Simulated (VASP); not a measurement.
# GaN (P1) in VASP: further runs, part 2 of 3

VASP 6.6.1. Earlier steps stand in the parts before.

### 4 Single point, PBE

The input, INCAR:

```
SYSTEM = GaN
PREC = Accurate
ENCUT = 600
EDIFF = 1E-6
ISMEAR = 0
SIGMA = 0.01
LREAL = .FALSE.
LASPH = .TRUE.
NELM = 120
ALGO = Normal
ISIF = 2
LWAVE = .FALSE.
LCHARG = .FALSE.
GGA = PE
NBANDS = 16
GGA_COMPAT = .FALSE.
```

The input, KPOINTS:

```
regular mesh
0
G
  5 5 5
  0 0 0
```

The input, POSCAR:

```
GaN
1.0
    0.0000000000      2.2535000000      2.2535000000
    2.2535000000      0.0000000000      2.2535000000
    2.2535000000      2.2535000000      0.0000000000
Ga N
1 1
Direct
   -0.0001501225      0.0010158985      0.0016708498
    0.7507472694      0.7449431258      0.7416829451
```

Potentials or basis: VASP PAW PBE potentials, release 64 (Ga_d, N).

Command:

```
> cat potpaw_PBE.64/Ga_d/POTCAR potpaw_PBE.64/N/POTCAR > POTCAR
> mpirun -np 1 vasp_std > vasp.out
```

OUTCAR:

```text
SYSTEM = GaN
   PREC = Accurate
   ENCUT = 600
   EDIFF = 1E-6
   ISMEAR = 0
   LREAL = .FALSE.
   LASPH = .TRUE.
   NELM = 120
   ISIF = 2
   GGA = PE

 ion  position               nearest neighbor table
   1  1.000  0.001  0.002-   2 1.93   2 1.94   2 1.95   2 1.99
   2  0.751  0.745  0.742-   1 1.93   1 1.94   1 1.95   1 1.99

  LATTYP: Found a face centered cubic cell.
 ALAT       =     4.5070000000

  Lattice vectors:

 A1 = (   0.0000000000,   2.2535000000,   2.2535000000)
 A2 = (   2.2535000000,   0.0000000000,   2.2535000000)
 A3 = (   2.2535000000,   2.2535000000,   0.0000000000)

Analysis of symmetry for initial positions (statically):
=====================================================================
 Subroutine PRICEL returns:
 Original cell was already a primitive cell.

 Routine SETGRP: Setting up the symmetry group for a
 face centered cubic supercell.

 Subroutine GETGRP returns: Found  1 space group operations
 (whereof  1 operations were pure point group operations)
 out of a pool of 48 trial point group operations.

The static configuration has the point symmetry C_1 .

Analysis of symmetry for dynamics (positions and initial velocities):
=====================================================================
 Subroutine PRICEL returns:
 Original cell was already a primitive cell.

 Routine SETGRP: Setting up the symmetry group for a
 face centered cubic supercell.

 Subroutine GETGRP returns: Found  1 space group operations
 (whereof  1 operations were pure point group operations)
 out of a pool of 48 trial point group operations.

The dynamic configuration has the point symmetry C_1 .

 Subroutine INISYM returns: Found  1 space group operations
 (whereof  1 operations are pure point group operations),
 and found     1 'primitive' translations

----------------------------------------------------------------------------------------

[... 105 lines left out ...]
   EMIN   =  10.00;   EMAX   =-10.00  energy-range for DOS
   EFERMI =   0.00;   METHOD = LEGACY
   ISMEAR =     0;   SIGMA  =   0.01  broadening in eV -4-tet -1-fermi 0-gaus
   EFERMI_NEDOS =   21; number of points for ismear=-14 and -15
   IALGO  =     38    algorithm
   IMIX   =      4    mixing-type and parameters
     AMIX     =   0.40;   BMIX     =  1.00
     AMIX_MAG =   1.60;   BMIX_MAG =  1.00
  volume/ion in A,a.u.               =      11.44        77.23
  Fermi-wavevector in a.u.,A,eV,Ry     =   1.511117  2.855597 31.068560  2.283475
  Thomas-Fermi vector in A             =   2.621217
   LORBIT       =      0    0 simple, 1 ext, 2 COOP (PROOUT), +10 PAW based schemes
   GGA     = PE    functional components
   LHFCALC =     F    Hartree Fock is set to
   AEXX    =    0.0000 exact exchange contribution
   IVDW    =     0    specifies the selected vdW correction
   LEPSILON=     F    determine dielectric tensor
   LRPA    =     F    only Hartree local field effects (RPA)
 non-spin polarized calculation
 Gauss-broadening in eV      SIGMA  =   0.01
  energy-cutoff  :      600.00
  volume of cell :       22.89
 maximum number of plane-waves:       785
 NGX is ok and might be reduce to    28
   NGX = 13   NGY = 13   NGZ = 13

 number of electron      18.0000004 magnetization

 Free energy of the ion-electron system (eV)
  ---------------------------------------------------
  ext. energy  EPLUGINS =         0.00000000
  ---------------------------------------------------
  free energy    TOTEN  =       -12.11773941 eV

  energy without entropy =      -12.11773941  energy(sigma->0) =      -12.11773941

 E-fermi :   5.5129     XC(G=0): -11.6636

 val. band max:        5.3835220765   @ k =   0.0000   0.0000   0.0000
 cond. band min:       7.0149439564   @ k =   0.0000   0.0000   0.0000
 fundamental gap:      1.6314218799
 Fermi energy:         5.5128835507

 k-point     1 :       0.0000    0.0000    0.0000
  band No.  band energies     occupation
      1     -10.6487      2.00000
      2      -8.1752      2.00000
      3      -8.1655      2.00000
      4      -8.1469      2.00000
      5      -7.8454      2.00000
      6      -7.8446      2.00000
[... 433 lines left out ...]
      3      -8.0015      2.00000
      4      -7.9308      2.00000
      5      -7.7942      2.00000
      6      -7.0594      2.00000
[... 8 lines left out ...]
     15      25.5508      0.00000
     16      26.2603      0.00000

 [... further k-points ...]
[... 5 lines left out ...]
  --------------------------------------------------------------------------------------
  -------------------------------------------------------------------------------------
  Total        0.7067299      0.7238403      0.7293665     -0.0710318     -0.2963293     -0.1575529
  in kB       49.4722134     50.6699694     51.0568126     -4.9723412    -20.7435231    -11.0289556
  external PRESSURE =      50.3996651 kB  Pullay stress =       0.0000000 kB

 VOLUME and BASIS-vectors are now :
 -----------------------------------------------------------------------------
  energy-cutoff  :      600.00
  volume of cell :       22.89
      direct lattice vectors                 reciprocal lattice vectors
     0.000000000  2.253500000  2.253500000    -0.221877080  0.221877080  0.221877080
     2.253500000  0.000000000  2.253500000     0.221877080 -0.221877080  0.221877080
     2.253500000  2.253500000  0.000000000     0.221877080  0.221877080 -0.221877080

 POSITION                                       TOTAL-FORCE (eV/Angst)
 -----------------------------------------------------------------------------------
      0.00605      2.25693      2.25545        -0.430935     -0.229780     -0.104123
      3.35011      3.36319      3.37054         0.430935      0.229780      0.104123
 -----------------------------------------------------------------------------------
    total drift:                               -0.000136     -0.000132     -0.000055

  FREE ENERGIE OF THE ION-ELECTRON SYSTEM (eV)
  ---------------------------------------------------
  free  energy   TOTEN  =       -12.1177394140 eV

  energy  without entropy=      -12.1177394140  energy(sigma->0) =      -12.11773941
```

Wall time 29 s (1 thread of Intel Xeon Platinum 8259CL at 2.50GHz (Skylake/Cascade Lake), shared host); peak memory 0.17 GiB.

What came out:

```
Free energy            : -12.1177 eV
Pressure               : 5.0 GPa
Largest force          : 0.499 eV/Å
Band gap on the k mesh : 1.63 eV, direct
```

Forces in eV/Å, atoms in the order of the input:
```
Ga  -0.431 -0.230 -0.104
N    0.431  0.230  0.104
```

Stress tensor (GPa, compression positive):
```
 4.95 -0.50 -1.10
-0.50  5.07 -2.07
-1.10 -2.07  5.11
```

Caveat: the k points lie up to 0.48 Å⁻¹ apart.

### 5 Single point, PBE

The input, INCAR:

```
SYSTEM = GaN
PREC = Accurate ; ENCUT = 600
EDIFF = 1E-6 ; ISMEAR = 0
SIGMA = 0.01 ; LREAL = .FALSE.
LASPH = .TRUE. ; NELM = 120
ALGO = Normal ; ISIF = 2
LWAVE = .FALSE. ; LCHARG = .FALSE.
GGA = PE ; NBANDS = 16
GGA_COMPAT = .FALSE.
```

The input, KPOINTS:

```
Automatic mesh
0
G
  5 5 5
  0 0 0
```

The input, POSCAR:

```
GaN
1.0
    0.0000000000      2.2535000000      2.2535000000
    2.2535000000      0.0000000000      2.2535000000
    2.2535000000      2.2535000000      0.0000000000
Ga N
1 1
Direct
   -0.0001431887      0.0010796221      0.0017583872
    0.7507127555      0.7446259196      0.7412471933
```

Potentials or basis: VASP PAW PBE potentials, release 64 (Ga_d, N).

Command:

```
> cat potpaw_PBE.64/Ga_d/POTCAR potpaw_PBE.64/N/POTCAR > POTCAR
> mpirun -np 1 vasp_std > vasp.out
```

OUTCAR:

```text
SYSTEM = GaN
   PREC = Accurate
   ENCUT = 600
   EDIFF = 1E-6
   ISMEAR = 0
   LREAL = .FALSE.
   LASPH = .TRUE.
   NELM = 120
   ISIF = 2
   GGA = PE

 ion  position               nearest neighbor table
   1  1.000  0.001  0.002-   2 1.92   2 1.94   2 1.95   2 1.99
   2  0.751  0.745  0.741-   1 1.92   1 1.94   1 1.95   1 1.99

  LATTYP: Found a face centered cubic cell.
 ALAT       =     4.5070000000

  Lattice vectors:

 A1 = (   0.0000000000,   2.2535000000,   2.2535000000)
 A2 = (   2.2535000000,   0.0000000000,   2.2535000000)
 A3 = (   2.2535000000,   2.2535000000,   0.0000000000)

Analysis of symmetry for initial positions (statically):
=====================================================================
 Subroutine PRICEL returns:
 Original cell was already a primitive cell.

 Routine SETGRP: Setting up the symmetry group for a
 face centered cubic supercell.

 Subroutine GETGRP returns: Found  1 space group operations
 (whereof  1 operations were pure point group operations)
 out of a pool of 48 trial point group operations.

[... 157 lines left out ...]
  ext. energy  EPLUGINS =         0.00000000
  ---------------------------------------------------
  free energy    TOTEN  =       -12.11643504 eV

  energy without entropy =      -12.11643504  energy(sigma->0) =      -12.11643504

 E-fermi :   5.5125     XC(G=0): -11.6636

 val. band max:        5.3884689595   @ k =   0.0000   0.0000   0.0000
 cond. band min:       7.0150200404   @ k =   0.0000   0.0000   0.0000
 fundamental gap:      1.6265510808
 Fermi energy:         5.5124832617

 k-point     1 :       0.0000    0.0000    0.0000
  band No.  band energies     occupation
      1     -10.6495      2.00000
      2      -8.1762      2.00000
      3      -8.1660      2.00000
      4      -8.1460      2.00000
      5      -7.8458      2.00000
      6      -7.8450      2.00000
[... 433 lines left out ...]
      3      -8.0019      2.00000
      4      -7.9313      2.00000
      5      -7.7947      2.00000
      6      -7.0591      2.00000
[... 8 lines left out ...]
     15      25.5499      0.00000
     16      26.2637      0.00000

 [... further k-points ...]
[... 5 lines left out ...]
  --------------------------------------------------------------------------------------
  -------------------------------------------------------------------------------------
  Total        0.7082212      0.7272099      0.7333354     -0.0758088     -0.3123150     -0.1662113
  in kB       49.5766088     50.9058488     51.3346463     -5.3067373    -21.8625469    -11.6350521
  external PRESSURE =      50.6057013 kB  Pullay stress =       0.0000000 kB

 VOLUME and BASIS-vectors are now :
 -----------------------------------------------------------------------------
  energy-cutoff  :      600.00
  volume of cell :       22.89
      direct lattice vectors                 reciprocal lattice vectors
     0.000000000  2.253500000  2.253500000    -0.221877080  0.221877080  0.221877080
     2.253500000  0.000000000  2.253500000     0.221877080 -0.221877080  0.221877080
     2.253500000  2.253500000  0.000000000     0.221877080  0.221877080 -0.221877080

 POSITION                                       TOTAL-FORCE (eV/Angst)
 -----------------------------------------------------------------------------------
      0.00640      2.25714      2.25561        -0.454072     -0.242423     -0.111150
      3.34842      3.36213      3.36975         0.454072      0.242423      0.111150
 -----------------------------------------------------------------------------------
    total drift:                               -0.000147     -0.000137     -0.000056

  FREE ENERGIE OF THE ION-ELECTRON SYSTEM (eV)
  ---------------------------------------------------
  free  energy   TOTEN  =       -12.1164350428 eV

  energy  without entropy=      -12.1164350428  energy(sigma->0) =      -12.11643504
```

OSZICAR:

```text
N       E                     dE             d eps       ncg     rms          rms(c)
DAV:   1     0.847839053376E+02    0.84784E+02   -0.10133E+04  2304   0.218E+03
DAV:   2    -0.804264176598E+01   -0.92827E+02   -0.87290E+02  2296   0.349E+02
DAV:   3    -0.140644321829E+02   -0.60218E+01   -0.59980E+01  2336   0.751E+01
DAV:   4    -0.141336750596E+02   -0.69243E-01   -0.69235E-01  2504   0.868E+00
DAV:   5    -0.141346001159E+02   -0.92506E-03   -0.92505E-03  2456   0.893E-01    0.773E+00
DAV:   6    -0.121151053371E+02    0.20195E+01   -0.49859E+00  3080   0.404E+01    0.268E+00
DAV:   7    -0.121235361435E+02   -0.84308E-02   -0.32363E-01  2120   0.653E+00    0.174E+00
DAV:   8    -0.121198148328E+02    0.37213E-02   -0.55678E-02  2224   0.335E+00    0.717E-01
DAV:   9    -0.121161977102E+02    0.36171E-02   -0.13940E-02  3104   0.280E+00    0.188E-01
DAV:  10    -0.121165160646E+02   -0.31835E-03   -0.15272E-03  2368   0.599E-01    0.811E-02
DAV:  11    -0.121164292135E+02    0.86851E-04   -0.29280E-04  2920   0.269E-01    0.129E-02
DAV:  12    -0.121164352716E+02   -0.60581E-05   -0.30223E-05  2296   0.614E-02    0.111E-02
DAV:  13    -0.121164350428E+02    0.22884E-06   -0.11816E-06  2272   0.153E-02
   1 F= -.12116435E+02 E0= -.12116435E+02  d E =-.727764E-71
```

stdout:

```text
POSCAR found type information on POSCAR GaN
 POSCAR found :  2 types and       2 ions
 scaLAPACK will be used
 LDA part: xc-table for (Slater+PW92), standard interpolation
 POSCAR, INCAR and KPOINTS ok, starting setup
 FFT: planning ... GRIDC
 FFT: planning ... GRID_SOFT
 FFT: planning ... GRID
 WAVECAR not read
 entering main loop
```

Wall time 29 s (1 thread of Intel Xeon Platinum 8259CL at 2.50GHz (Skylake/Cascade Lake), shared host); peak memory 0.17 GiB.

What came out:

```yaml
Free_energy: -12.1164 eV
Pressure: 5.1 GPa
Largest_force: 0.527 eV/Å
Band_gap_on_the_k_mesh: 1.63 eV, direct
```

Forces in eV/Å, atoms in the order of the input:
```
Ga  -0.454 -0.242 -0.111
N    0.454  0.242  0.111
```

Stress tensor (GPa, compression positive):
```
 4.96 -0.53 -1.16
-0.53  5.09 -2.19
-1.16 -2.19  5.13
```

Caveat: the k points lie up to 0.48 Å⁻¹ apart.

(Part 2 of 3 ends here.)
